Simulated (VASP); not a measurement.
# W (Im-3m) in VASP: a series of runs

Runs on W. Level: r2SCAN. Tasks: single point.

Everything below comes from runs of VASP 6.6.1. Logs are shortened: lines on timing, memory, paths and dates and some standing lists are left out, and cuts for length are marked.

## 1. The cell of the first run

The structure is cubic, space group Im-3m (No. 229). Conventional cell: a = 3.226 Å, b = 3.226 Å, c = 3.226 Å, α = 90.00°, β = 90.00°, γ = 90.00°. W (site symmetry m-3m) has 14 W at 2.79 to 3.23 Å within 3.7 Å.

## 2. Single point, r2SCAN

POSCAR reads:

```
W
1.0
   -1.6131946463      1.6131946463      1.6131946463
    1.6131946463     -1.6131946463      1.6131946463
    1.6131946463      1.6131946463     -1.6131946463
W
1
Direct
    0.0000000000      0.0000000000      0.0000000000
```

INCAR.step1 reads:

```
SYSTEM = W
PREC     = Accurate       ! precision mode
ENCUT    = 520            ! plane-wave cutoff, eV
ISMEAR   = -1             ! smearing method
SIGMA    = 0.1            ! smearing width, eV
LREAL    = .FALSE.        ! projectors in reciprocal space
LASPH    = .TRUE.         ! aspherical terms in the spheres
NELM     = 80             ! most SCF steps
NBANDS   = 13             ! bands
GGA      = PE             ! functional
ALGO     = Normal         ! electronic algorithm
EDIFF    = 1E-4           ! SCF threshold, eV
LWAVE    = .TRUE.         ! write WAVECAR
LCHARG   = .FALSE.        ! write CHGCAR
```

INCAR.step2 reads:

```
SYSTEM = W
PREC     = Accurate       ! precision mode
ENCUT    = 520            ! plane-wave cutoff, eV
EDIFF    = 1E-6           ! SCF threshold, eV
ISMEAR   = -1             ! smearing method
SIGMA    = 0.1            ! smearing width, eV
LREAL    = .FALSE.        ! projectors in reciprocal space
LASPH    = .TRUE.         ! aspherical terms in the spheres
NELM     = 80             ! most SCF steps
ALGO     = Normal         ! electronic algorithm
ISIF     = 2              ! what is computed and relaxed
LWAVE    = .FALSE.        ! write WAVECAR
LCHARG   = .FALSE.        ! write CHGCAR
METAGGA  = R2SCAN         ! meta-GGA
LMIXTAU  = .TRUE.       
NBANDS   = 13             ! bands
ISTART   = 1
```

KPOINTS reads:

```
Automatic mesh
0
G
  15 15 15
  0 0 0
```

Potentials or basis: VASP PAW PBE potentials, release 64 (W_sv).

Started as:

```bash
$ cat potpaw_PBE.64/W_sv/POTCAR > POTCAR
$ cp INCAR.step1 INCAR
$ mpirun -np 1 vasp_std > vasp.out
$ cp INCAR.step2 INCAR
$ mpirun -np 1 vasp_std > vasp.out
```

OUTCAR:

```text
SYSTEM = W
   PREC = Accurate
   ENCUT = 520
   EDIFF = 1E-6
   ISMEAR = -1
   LREAL = .FALSE.
   LASPH = .TRUE.
   NELM = 80
   ISIF = 2
   METAGGA = R2SCAN
   ISTART = 1

 ion  position               nearest neighbor table
   1  0.000  0.000  0.000-

  LATTYP: Found a body centered cubic cell.
 ALAT       =     3.2263892926

  Lattice vectors:

 A1 = (  -1.6131946463,   1.6131946463,   1.6131946463)
 A2 = (   1.6131946463,  -1.6131946463,   1.6131946463)
 A3 = (   1.6131946463,   1.6131946463,  -1.6131946463)

Analysis of symmetry for initial positions (statically):
=====================================================================
 Subroutine PRICEL returns:
 Original cell was already a primitive cell.

 Routine SETGRP: Setting up the symmetry group for a
 body centered cubic supercell.

 Subroutine GETGRP returns: Found 48 space group operations
 (whereof 48 operations were pure point group operations)
 out of a pool of 48 trial point group operations.

The static configuration has the point symmetry O_h .

Analysis of symmetry for dynamics (positions and initial velocities):
=====================================================================
 Subroutine PRICEL returns:
 Original cell was already a primitive cell.

 Routine SETGRP: Setting up the symmetry group for a
 body centered cubic supercell.

 Subroutine GETGRP returns: Found 48 space group operations
 (whereof 48 operations were pure point group operations)
 out of a pool of 48 trial point group operations.

The dynamic configuration has the point symmetry O_h .

 Subroutine INISYM returns: Found 48 space group operations
 (whereof 48 operations are pure point group operations),
 and found     1 'primitive' translations

----------------------------------------------------------------------------------------

                                     Primitive cell

  volume of cell :      16.7927

  direct lattice vectors                    reciprocal lattice vectors
    -1.613194646  1.613194646  1.613194646     0.000000000  0.309943999  0.309943999
     1.613194646 -1.613194646  1.613194646     0.309943999  0.000000000  0.309943999
     1.613194646  1.613194646 -1.613194646     0.309943999  0.309943999  0.000000000

  length of vectors
     2.794135090  2.794135090  2.794135090     0.438327007  0.438327007  0.438327007

  position of ions in fractional coordinates (direct lattice)
     0.000000000  0.000000000  0.000000000

  ion indices of the primitive-cell ions
   primitive index   ion index
                 1           1

----------------------------------------------------------------------------------------

 KPOINTS: Automatic mesh

Automatic generation of k-mesh.
 Grid dimensions read from file:
 generate k-points for:   15   15   15

 Generating k-lattice:

  Cartesian coordinates                     Fractional coordinates (reciprocal lattice)
     0.000000000  0.020662933  0.020662933     0.066666667  0.000000000  0.000000000
     0.020662933  0.000000000  0.020662933     0.000000000  0.066666667  0.000000000
     0.020662933  0.020662933  0.000000000     0.000000000  0.000000000  0.066666667

  Length of vectors
     0.029221800  0.029221800  0.029221800

  Shift w.r.t. Gamma in fractional coordinates (k-lattice)
     0.000000000  0.000000000  0.000000000

 Subroutine IBZKPT returns following result:
 ===========================================

 Found    120 irreducible k-points:

 Following reciprocal coordinates:
            Coordinates               Weight
  0.000000  0.000000  0.000000      1.000000
  0.066667  0.000000  0.000000     12.000000
  0.133333  0.000000  0.000000     12.000000
  0.200000  0.000000  0.000000     12.000000
  0.266667  0.000000  0.000000     12.000000
  0.333333  0.000000  0.000000     12.000000
[... 16 lines left out ...]
  0.333333  0.200000  0.000000     48.000000
  0.400000  0.200000  0.000000     24.000000
 [... further k-points ...]
   k-points           NKPTS =    120   k-points in BZ     NKDIM =    120   number of bands    NBANDS=     13
   number of dos      NEDOS =    301   number of ions     NIONS =      1
   total plane-waves  NPLWV =  13824
   dimension x,y,z NGX =    24 NGY =   24 NGZ =   24
   dimension x,y,z NGXF=    48 NGYF=   48 NGZF=   48
   ions per type =               1
   NGX,Y,Z   is equivalent  to a cutoff of  14.28, 14.28, 14.28 a.u.
   NGXF,Y,Z  is equivalent  to a cutoff of  28.56, 28.56, 28.56 a.u.
 SYSTEM =  W
   PREC   = accura    normal or accurate (medium, high low for compatibility)
   ISTART =      1    job   : 0-new  1-cont  2-samecut
   ICHARG =      0    charge: 1-file 2-atom 10-const
   ISPIN  =      1    spin polarized calculation?
   LNONCOLLINEAR =      F non collinear calculations
   LSORBIT =      F    spin-orbit coupling
   LASPH  =      T    aspherical Exc in radial PAW
   ENCUT  =  520.0 eV  38.22 Ry    6.18 a.u.   5.20  5.20  5.20*2*pi/ulx,y,z
   NELM   =     80;   NELMIN=  2; NELMDL=  0     # of ELM steps
   EDIFF  = 0.1E-05   stopping-criterion for ELM
   LREAL  =      F    real-space projection
   EDIFFG = 0.1E-04   stopping-criterion for IOM
   NSW    =      0    number of steps for IOM
   IBRION =     -1    ionic relax: 0-MD 1-quasi-New 2-CG
   NFREE  =      0    steps in history (QN), initial steepest desc. (CG)
   ISIF   =      2    stress and relaxation
   ISYM   =      2    0-nonsym 1-usesym 2-fastsym
   POTIM  = 0.5000    time-step for ionic-motion
   TEBEG  =    0.0;   TEEND  =   0.0 temperature during run
   PSTRESS=    0.0 pullay stress
   NELECT =      14.0000    total number of electrons
   NUPDOWN=      -1.0000    fix difference up-down
   EMIN   =  10.00;   EMAX   =-10.00  energy-range for DOS
   EFERMI =   0.00;   METHOD = LEGACY
   ISMEAR =    -1;   SIGMA  =   0.10  broadening in eV -4-tet -1-fermi 0-gaus
   EFERMI_NEDOS =   21; number of points for ismear=-14 and -15
   IALGO  =     38    algorithm
   IMIX   =      4    mixing-type and parameters
     AMIX     =   0.40;   BMIX     =  1.00
     AMIX_MAG =   1.60;   BMIX_MAG =  1.00
  volume/ion in A,a.u.               =      16.79       113.32
  Fermi-wavevector in a.u.,A,eV,Ry     =   1.540792  2.911675 32.300784  2.374041
  Thomas-Fermi vector in A             =   2.646829
   LORBIT       =      0    0 simple, 1 ext, 2 COOP (PROOUT), +10 PAW based schemes
   METAGGA = R2SCAN    functional components
   LHFCALC =     F    Hartree Fock is set to
   AEXX    =    0.0000 exact exchange contribution
   IVDW    =     0    specifies the selected vdW correction
   LEPSILON=     F    determine dielectric tensor
   LRPA    =     F    only Hartree local field effects (RPA)
 non-spin polarized calculation
  energy-cutoff  :      520.00
  volume of cell :       16.79
 maximum number of plane-waves:       466
 NGX is ok and might be reduce to    24
   NGX = 11   NGY = 11   NGZ = 11

 number of electron      13.9999999 magnetization

 Free energy of the ion-electron system (eV)
  ---------------------------------------------------
  ext. energy  EPLUGINS =         0.00000000
  ---------------------------------------------------
  free energy    TOTEN  =       -51.31878289 eV

  energy without entropy =      -51.30554103  energy(sigma->0) =      -51.31216196

 E-fermi :  10.4296     XC(G=0): -14.5894

 val. band max:       10.3904903154   @ k =  -0.3333   0.4000   0.2667
 cond. band min:      10.4678379127   @ k =   0.4667   0.0667   0.0000
 fundamental gap:      0.0773475973
 Fermi energy:        10.4295800702

 k-point     1 :       0.0000    0.0000    0.0000
  band No.  band energies     occupation
      1     -65.7244      2.00000
      2     -28.6664      2.00000
      3     -28.6664      2.00000
      4     -28.6664      2.00000
      5       0.6733      2.00000
      6       9.2827      1.99998
      7       9.2827      1.99998
      8       9.2827      1.99998
      9      12.9042      0.00000
     10      12.9043      0.00000
     11      25.5996      0.00000
     12      25.5996      0.00000
     13      25.5996      0.00000

 k-point     2 :       0.0667    0.0000    0.0000
  band No.  band energies     occupation
      1     -65.7194      2.00000
      2     -28.7190      2.00000
      3     -28.6829      2.00000
      4     -28.6666      2.00000
      5       0.8829      2.00000
      6       9.1565      1.99999
      7       9.2520      1.99998
      8       9.4827      1.99985
      9      12.7072      0.00000
     10      12.9047      0.00000
     11      25.7699      0.00000
     12      25.9575      0.00000
     13      26.0739      0.00000

 k-point     3 :       0.1333    0.0000    0.0000
  band No.  band energies     occupation
      1     -65.7051      2.00000
      2     -28.8658      2.00000
      3     -28.7294      2.00000
      4     -28.6671      2.00000
      5       1.4807      2.00000
      6       8.8187      2.00000
      7       9.1143      2.00000
      8      10.0733      1.94483
      9      12.3347      0.00000
     10      12.9201      0.00000
     11      26.1339      0.00000
     12      26.9862      0.00000
     13      27.1503      0.00000

 k-point     4 :       0.2000    0.0000    0.0000
  band No.  band energies     occupation
      1     -65.6841      2.00000
      2     -29.0772      2.00000
      3     -28.7972      2.00000
      4     -28.6678      2.00000
      5       2.3634      2.00000
      6       8.3636      2.00000
      7       8.8355      2.00000
      8      11.0241      0.00522
      9      12.1578      0.00000
     10      12.9808      0.00000
     11      26.1657      0.00000
     12      27.6987      0.00000
     13      28.5759      0.00000

 k-point     5 :       0.2667    0.0000    0.0000
  band No.  band energies     occupation
      1     -65.6599      2.00000
      2     -29.3131      2.00000
      3     -28.8741      2.00000
      4     -28.6688      2.00000
      5       3.3170      2.00000
      6       7.8907      2.00000
      7       8.6300      2.00000
      8      12.2769      0.00000
      9      12.2771      0.00000
     10      13.1110      0.00000
     11      25.3637      0.00000
     12      26.5261      0.00000
     13      30.5931      0.00000
[... 257 lines left out ...]
 k-point    22 :       0.2667    0.2000    0.0000
  band No.  band energies     occupation
      1     -65.6138      2.00000
      2     -29.5902      2.00000
      3     -29.0833      2.00000
      4     -28.7718      2.00000
      5       5.2973      2.00000
      6       7.3405      2.00000
      7       8.1982      2.00000
      8      12.2542      0.00000
      9      13.6575      0.00000
     10      16.2768      0.00000
     11      22.1455      0.00000
     12      25.2839      0.00000
     13      27.2366      0.00000

 k-point    23 :       0.3333    0.2000    0.0000
  band No.  band energies     occupation
      1     -65.6021      2.00000
      2     -29.6471      2.00000
      3     -29.1655      2.00000
      4     -28.7790      2.00000
      5       5.4556      2.00000
      6       7.2492      2.00000
      7       8.6948      2.00000
      8      12.5181      0.00000
      9      13.7599      0.00000
     10      17.7685      0.00000
     11      20.4563      0.00000
     12      24.1408      0.00000
     13      26.7555      0.00000

 k-point    24 :       0.4000    0.2000    0.0000
  band No.  band energies     occupation
      1     -65.5979      2.00000
      2     -29.6652      2.00000
      3     -29.1968      2.00000
      4     -28.7811      2.00000
      5       5.4609      2.00000
      6       7.2246      2.00000
      7       8.9626      2.00000
      8      12.5716      0.00000
      9      13.9139      0.00000
     10      18.4903      0.00000
     11      19.6614      0.00000
     12      23.6243      0.00000
     13      26.6072      0.00000

 [... further k-points ...]

------------------------ aborting loop because EDIFF is reached ----------------------------------------

  FORCE on cell =-STRESS in cart. coord.  units (eV):
  Direction    XX          YY          ZZ          XY          YZ          ZX
  --------------------------------------------------------------------------------------
  -------------------------------------------------------------------------------------
  Total       -1.5186116     -1.5186116     -1.5186116     -0.0000000     -0.0000000      0.0000000
  in kB     -144.8895251   -144.8895251   -144.8895251     -0.0000000     -0.0000000      0.0000000
  external PRESSURE =    -144.8895251 kB  Pullay stress =       0.0000000 kB

 VOLUME and BASIS-vectors are now :
 -----------------------------------------------------------------------------
  energy-cutoff  :      520.00
  volume of cell :       16.79
      direct lattice vectors                 reciprocal lattice vectors
    -1.613194646  1.613194646  1.613194646     0.000000000  0.309943999  0.309943999
     1.613194646 -1.613194646  1.613194646     0.309943999  0.000000000  0.309943999
     1.613194646  1.613194646 -1.613194646     0.309943999  0.309943999  0.000000000

 POSITION                                       TOTAL-FORCE (eV/Angst)
 -----------------------------------------------------------------------------------
      0.00000      0.00000      0.00000        -0.000000      0.000000     -0.000000
 -----------------------------------------------------------------------------------
    total drift:                                0.000000      0.000000      0.000000

  FREE ENERGIE OF THE ION-ELECTRON SYSTEM (eV)
  ---------------------------------------------------
  free  energy   TOTEN  =       -51.3187828902 eV

  energy  without entropy=      -51.3055410265  energy(sigma->0) =      -51.31216196
```

It took 31 s on 1 thread of Intel Xeon 6975P-C (Granite Rapids), shared host; peak memory 0.16 GiB.

Results:

```yaml
Free_energy: -51.3188 eV
Pressure: -14.5 GPa
Band_gap_on_the_k_mesh: zero (band 7 reaches 14.91 eV, above the bottom of band 8 at 9.28 eV)
```

Levels at points of the mesh, in eV from the Fermi level:
```
           k point  band 5  band 6  band 7  band 8  band 9  band 10
(0.00, 0.00, 0.00)   -9.76   -1.15   -1.15   -1.15    2.47     2.47
```

Caveat: the PAW data sets were made with another functional, which shifts forces and pressure a little; spin-orbit coupling is left out, which moves the levels of the heavy elements.

(Continued in part 2 of 2.)
